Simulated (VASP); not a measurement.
# ZnInGaO4 (R3m) in VASP: settings compared

ZnInGaO4 is run at these levels: PBE, r2SCAN; tasks: single point.

Program: VASP 6.6.1. These are calculated values, not measurements. Logs are shortened: lines on timing, memory, paths and dates and some standing lists are left out, and cuts for length are marked.

## 1. The cell of the first run

Symmetry: R3m, No. 160, trigonal system. The conventional cell has a = 3.356 Å, b = 3.356 Å, c = 26.111 Å, α = 90.00°, β = 90.00°, γ = 120.00°. Zn (site symmetry 3m) has 5 O at 2.00 to 2.55 Å within 2.6 Å. In (site symmetry 3m) has 6 O at 2.22 Å within 2.9 Å. Ga (site symmetry 3m) has 5 O at 1.94 to 2.00 Å within 2.6 Å. O (site symmetry 3m) has 1 Zn at 2.00 Å and 3 In at 2.22 Å within 2.6 Å. Within 2.6 Å of O (site symmetry 3m) lie 1 Ga at 1.98 Å and 3 In at 2.22 Å. O (site symmetry 3m) has 3 Ga at 1.94 Å and 1 Zn at 2.55 Å within 2.6 Å. Within 2.6 Å of O (site symmetry 3m) lie 1 Ga at 2.00 Å and 3 Zn at 2.02 Å.

## 2. Single point, PBE

Contents of INCAR:

```
PREC     = Accurate       # precision mode
ENCUT    = 520            # plane-wave cutoff, eV
EDIFF    = 1E-6           # SCF threshold, eV
ISMEAR   = -1             # smearing method
SIGMA    = 0.02           # smearing width, eV
LREAL    = F              # projectors in reciprocal space
LASPH    = T              # aspherical terms in the spheres
NELM     = 60             # most SCF steps
ALGO     = Normal         # electronic algorithm
ISIF     = 2              # what is computed and relaxed
LWAVE    = F              # write WAVECAR
LCHARG   = F              # write CHGCAR
GGA      = PE             # functional
NBANDS   = 40             # bands
```

Contents of KPOINTS:

```
Automatic mesh
0
Gamma
  8 8 8
```

Contents of POSCAR:

```
ZnInGaO4
1.0
    1.6780897274      0.9688455558      8.7037319601
   -1.6780897274      0.9688455558      8.7037319601
    0.0000000000     -1.9376911117      8.7037319601
Zn In Ga O
1 1 1 4
Direct
    0.2188059260      0.2188059260      0.2188059260
    0.0030772515      0.0030772515      0.0030772515
    0.7870525183      0.7870525183      0.7870525183
    0.2952718375      0.2952718375      0.2952718375
    0.7112323494      0.7112323494      0.7112323494
    0.1210345318      0.1210345318      0.1210345318
    0.8635265855      0.8635265855      0.8635265855
```

Potentials or basis: VASP PAW PBE potentials, release 64 (Zn, In_d, Ga_d, O).

Command:

```console
$ cat potpaw_PBE.64/Zn/POTCAR potpaw_PBE.64/In_d/POTCAR potpaw_PBE.64/Ga_d/POTCAR potpaw_PBE.64/O/POTCAR > POTCAR
$ mpirun -np 1 vasp_std > vasp.out
```

OUTCAR:

```text
PREC = Accurate
   ENCUT = 520
   EDIFF = 1E-6
   ISMEAR = -1
   LREAL = F
   LASPH = T
   NELM = 60
   ISIF = 2
   GGA = PE

 ion  position               nearest neighbor table
   1  0.219  0.219  0.219-   4 2.00   7 2.02   7 2.02   7 2.02
   2  0.003  0.003  0.003-   4 2.22   4 2.22   4 2.22   5 2.22   5 2.22   5 2.22
   3  0.787  0.787  0.787-   6 1.94   6 1.94   6 1.94   5 1.98   7 2.00
   4  0.295  0.295  0.295-   1 2.00   2 2.22   2 2.22   2 2.22
   5  0.711  0.711  0.711-   3 1.98   2 2.22   2 2.22   2 2.22
   6  0.121  0.121  0.121-   3 1.94   3 1.94   3 1.94
   7  0.864  0.864  0.864-   3 2.00   1 2.02   1 2.02   1 2.02

  LATTYP: Found a trigonal (rhomboedric) cell.
 ALAT       =     8.9168154000
 COS(alpha) =     0.9291661575

  Lattice vectors:

 A1 = (   1.6780897274,   0.9688455558,   8.7037319601)
 A2 = (  -1.6780897274,   0.9688455558,   8.7037319601)
 A3 = (   0.0000000000,  -1.9376911117,   8.7037319601)

Analysis of symmetry for initial positions (statically):
=====================================================================
 Subroutine PRICEL returns:
 Original cell was already a primitive cell.

 Routine SETGRP: Setting up the symmetry group for a
 trigonal (rhombohedral) supercell.

 Subroutine GETGRP returns: Found  6 space group operations
 (whereof  6 operations were pure point group operations)
 out of a pool of 12 trial point group operations.

The static configuration has the point symmetry C_3v.

Analysis of symmetry for dynamics (positions and initial velocities):
=====================================================================
 Subroutine PRICEL returns:
 Original cell was already a primitive cell.

 Routine SETGRP: Setting up the symmetry group for a
 trigonal (rhombohedral) supercell.

 Subroutine GETGRP returns: Found  6 space group operations
 (whereof  6 operations were pure point group operations)
 out of a pool of 12 trial point group operations.

The dynamic configuration has the point symmetry C_3v.

 Subroutine INISYM returns: Found  6 space group operations
 (whereof  6 operations are pure point group operations),
 and found     1 'primitive' translations

----------------------------------------------------------------------------------------

                                     Primitive cell

  volume of cell :      84.9037

  direct lattice vectors                    reciprocal lattice vectors
     1.678089727  0.968845556  8.703731960     0.297957846  0.172026042  0.038297748
    -1.678089727  0.968845556  8.703731960    -0.297957846  0.172026042  0.038297748
     0.000000000 -1.937691112  8.703731960     0.000000000 -0.344052085  0.038297748

  length of vectors
     8.916815400  8.916815400  8.916815400     0.346177057  0.346177057  0.346177057

  position of ions in fractional coordinates (direct lattice)
     0.218805926  0.218805926  0.218805926
     0.003077252  0.003077252  0.003077252
     0.787052518  0.787052518  0.787052518
     0.295271838  0.295271838  0.295271838
     0.711232349  0.711232349  0.711232349
     0.121034532  0.121034532  0.121034532
     0.863526585  0.863526585  0.863526585

  ion indices of the primitive-cell ions
   primitive index   ion index
                 1           1
                 2           2
                 3           3
                 4           4
                 5           5
                 6           6
                 7           7

----------------------------------------------------------------------------------------

 KPOINTS: Automatic mesh

Automatic generation of k-mesh.
 Grid dimensions read from file:
 generate k-points for:    8    8    8

 Generating k-lattice:

  Cartesian coordinates                     Fractional coordinates (reciprocal lattice)
     0.037244731  0.021503255  0.004787219     0.125000000  0.000000000  0.000000000
    -0.037244731  0.021503255  0.004787219     0.000000000  0.125000000  0.000000000
     0.000000000 -0.043006511  0.004787219     0.000000000  0.000000000  0.125000000

  Length of vectors
     0.043272132  0.043272132  0.043272132

  Shift w.r.t. Gamma in fractional coordinates (k-lattice)
     0.000000000  0.000000000  0.000000000

 Subroutine IBZKPT returns following result:
 ===========================================

 Found     65 irreducible k-points:

 Following reciprocal coordinates:
            Coordinates               Weight
  0.000000  0.000000  0.000000      1.000000
  0.125000  0.000000  0.000000      6.000000
  0.250000  0.000000  0.000000      6.000000
  0.375000  0.000000  0.000000      6.000000
  0.500000  0.000000  0.000000      3.000000
  0.125000  0.125000  0.000000      6.000000
[... 16 lines left out ...]
  0.250000  0.125000  0.125000      6.000000
  0.375000  0.125000  0.125000      6.000000
 [... further k-points ...]
   k-points           NKPTS =     65   k-points in BZ     NKDIM =     65   number of bands    NBANDS=     40
   number of dos      NEDOS =    301   number of ions     NIONS =      7
   total plane-waves  NPLWV = 343000
   dimension x,y,z NGX =    70 NGY =   70 NGZ =   70
   dimension x,y,z NGXF=   140 NGYF=  140 NGZF=  140
   ions per type =               1   1   1   4
   NGX,Y,Z   is equivalent  to a cutoff of  13.05, 13.05, 13.05 a.u.
   NGXF,Y,Z  is equivalent  to a cutoff of  26.10, 26.10, 26.10 a.u.
 SYSTEM =  unknown system
   PREC   = accura    normal or accurate (medium, high low for compatibility)
   ISTART =      0    job   : 0-new  1-cont  2-samecut
   ICHARG =      2    charge: 1-file 2-atom 10-const
   ISPIN  =      1    spin polarized calculation?
   LNONCOLLINEAR =      F non collinear calculations
   LSORBIT =      F    spin-orbit coupling
   LASPH  =      T    aspherical Exc in radial PAW
   ENCUT  =  520.0 eV  38.22 Ry    6.18 a.u.  16.58 16.58 16.58*2*pi/ulx,y,z
   NELM   =     60;   NELMIN=  2; NELMDL= -5     # of ELM steps
   EDIFF  = 0.1E-05   stopping-criterion for ELM
   LREAL  =      F    real-space projection
   EDIFFG = 0.1E-04   stopping-criterion for IOM
   NSW    =      0    number of steps for IOM
   IBRION =     -1    ionic relax: 0-MD 1-quasi-New 2-CG
   NFREE  =      0    steps in history (QN), initial steepest desc. (CG)
   ISIF   =      2    stress and relaxation
   ISYM   =      2    0-nonsym 1-usesym 2-fastsym
   POTIM  = 0.5000    time-step for ionic-motion
   TEBEG  =    0.0;   TEEND  =   0.0 temperature during run
   PSTRESS=    0.0 pullay stress
   NELECT =      62.0000    total number of electrons
   NUPDOWN=      -1.0000    fix difference up-down
   EMIN   =  10.00;   EMAX   =-10.00  energy-range for DOS
   EFERMI =   0.00;   METHOD = LEGACY
   ISMEAR =    -1;   SIGMA  =   0.02  broadening in eV -4-tet -1-fermi 0-gaus
   EFERMI_NEDOS =   21; number of points for ismear=-14 and -15
   IALGO  =     38    algorithm
   IMIX   =      4    mixing-type and parameters
     AMIX     =   0.40;   BMIX     =  1.00
     AMIX_MAG =   1.60;   BMIX_MAG =  1.00
  volume/ion in A,a.u.               =      12.13        81.85
  Fermi-wavevector in a.u.,A,eV,Ry     =   1.474223  2.785878 29.570003  2.173334
  Thomas-Fermi vector in A             =   2.589021
   LORBIT       =      0    0 simple, 1 ext, 2 COOP (PROOUT), +10 PAW based schemes
   GGA     = PE    functional components
[... 5 lines left out ...]
 non-spin polarized calculation
  energy-cutoff  :      520.00
  volume of cell :       84.90
 maximum number of plane-waves:      2301
 NGX is ok and might be reduce to    70
   NGX = 33   NGY = 33   NGZ = 33

 number of electron      62.0000007 magnetization

 Free energy of the ion-electron system (eV)
  ---------------------------------------------------
  ext. energy  EPLUGINS =         0.00000000
  ---------------------------------------------------
  free energy    TOTEN  =       -37.81191770 eV

  energy without entropy =      -37.81191770  energy(sigma->0) =      -37.81191770

 E-fermi :   4.0846     XC(G=0): -11.0280

 val. band max:        3.5893974555   @ k =   0.0000   0.0000   0.0000
 cond. band min:       4.6840963777   @ k =   0.0000   0.0000   0.0000
 fundamental gap:      1.0946989222
 Fermi energy:         4.0845942663

 k-point     1 :       0.0000    0.0000    0.0000
  band No.  band energies     occupation
      1     -14.8829      2.00000
      2     -13.9866      2.00000
      3     -13.4220      2.00000
      4     -13.0020      2.00000
      5      -9.7416      2.00000
      6      -9.7416      2.00000
[... 32 lines left out ...]
     39      15.6871      0.00000
     40      15.6872      0.00000

 k-point     2 :       0.1250    0.0000    0.0000
  band No.  band energies     occupation
      1     -14.7908      2.00000
      2     -13.9076      2.00000
      3     -13.3877      2.00000
      4     -13.0684      2.00000
      5      -9.7146      2.00000
      6      -9.7103      2.00000
[... 32 lines left out ...]
     39      14.9562      0.00000
     40      15.5195      0.00000

 k-point     3 :       0.2500    0.0000    0.0000
  band No.  band energies     occupation
      1     -14.5577      2.00000
      2     -13.7252      2.00000
      3     -13.3286      2.00000
      4     -13.1796      2.00000
      5      -9.6328      2.00000
      6      -9.6202      2.00000
[... 32 lines left out ...]
     39      14.9718      0.00000
     40      15.0682      0.00000

 k-point     4 :       0.3750    0.0000    0.0000
  band No.  band energies     occupation
      1     -14.3025      2.00000
      2     -13.6312      2.00000
      3     -13.2916      2.00000
      4     -13.1644      2.00000
      5      -9.5522      2.00000
      6      -9.4582      2.00000
[... 32 lines left out ...]
     39      14.8681      0.00000
     40      15.5350      0.00000
[... 772 lines left out ...]
     39      15.6633      0.00000
     40      15.6634      0.00000

 k-point    23 :       0.2500    0.1250    0.1250
  band No.  band energies     occupation
      1     -14.7872      2.00000
      2     -13.9213      2.00000
      3     -13.3806      2.00000
      4     -13.0640      2.00000
      5      -9.7146      2.00000
      6      -9.7103      2.00000
[... 32 lines left out ...]
     39      14.8343      0.00000
     40      15.5036      0.00000

 k-point    24 :       0.3750    0.1250    0.1250
  band No.  band energies     occupation
      1     -14.5552      2.00000
      2     -13.7320      2.00000
      3     -13.3353      2.00000
      4     -13.1683      2.00000
      5      -9.6328      2.00000
      6      -9.6201      2.00000
[... 32 lines left out ...]
     39      14.9169      0.00000
     40      15.0689      0.00000

 [... further k-points ...]

------------------------ aborting loop because EDIFF is reached ----------------------------------------

  FORCE on cell =-STRESS in cart. coord.  units (eV):
  Direction    XX          YY          ZZ          XY          YZ          ZX
  --------------------------------------------------------------------------------------
  -------------------------------------------------------------------------------------
  Total        0.3186145      0.3186145      0.3379841      0.0000000     -0.0000000     -0.0000000
  in kB        6.0124237      6.0124237      6.3779387      0.0000000     -0.0000000     -0.0000000
  external PRESSURE =       6.1342620 kB  Pullay stress =       0.0000000 kB

 VOLUME and BASIS-vectors are now :
 -----------------------------------------------------------------------------
  energy-cutoff  :      520.00
  volume of cell :       84.90
      direct lattice vectors                 reciprocal lattice vectors
     1.678089727  0.968845556  8.703731960     0.297957846  0.172026042  0.038297748
    -1.678089727  0.968845556  8.703731960    -0.297957846  0.172026042  0.038297748
     0.000000000 -1.937691112  8.703731960     0.000000000 -0.344052085  0.038297748

 POSITION                                       TOTAL-FORCE (eV/Angst)
 -----------------------------------------------------------------------------------
      0.00000     -0.00000      5.71328         0.000000      0.000000     -0.000541
      0.00000     -0.00000      0.08035         0.000000     -0.000000      0.000962
      0.00000     -0.00000     20.55088         0.000000      0.000000     -0.004013
      0.00000     -0.00000      7.70990         0.000000     -0.000000      0.017547
      0.00000     -0.00000     18.57113         0.000000      0.000000     -0.006781
      0.00000     -0.00000      3.16036         0.000000      0.000000     -0.003008
      0.00000     -0.00000     22.54771         0.000000      0.000000     -0.004167
 -----------------------------------------------------------------------------------
    total drift:                               -0.000000      0.000000     -0.000090

  FREE ENERGIE OF THE ION-ELECTRON SYSTEM (eV)
  ---------------------------------------------------
  free  energy   TOTEN  =       -37.8119176978 eV

  energy  without entropy=      -37.8119176978  energy(sigma->0) =      -37.81191770
```

It took 16 min on 1 thread of Intel Xeon 6975P-C (Granite Rapids), shared host; peak memory 0.82 GiB.

Results:

```yaml
Free_energy: -37.8119 eV
Pressure: 0.6 GPa
Largest_force: 0.018 eV/Å
Band_gap_on_the_k_mesh: 1.09 eV
```

Forces in eV/Å, atoms in the order of the input:
```
Zn   0.000  0.000 -0.001
In   0.000  0.000  0.001
Ga   0.000  0.000 -0.004
O    0.000  0.000  0.018
O    0.000  0.000 -0.007
O    0.000  0.000 -0.003
O    0.000  0.000 -0.004
```

Caveat: spin-orbit coupling is left out, which moves the levels of the heavy elements. A k mesh can miss the band edges.

(Continued in part 2 of 2.)
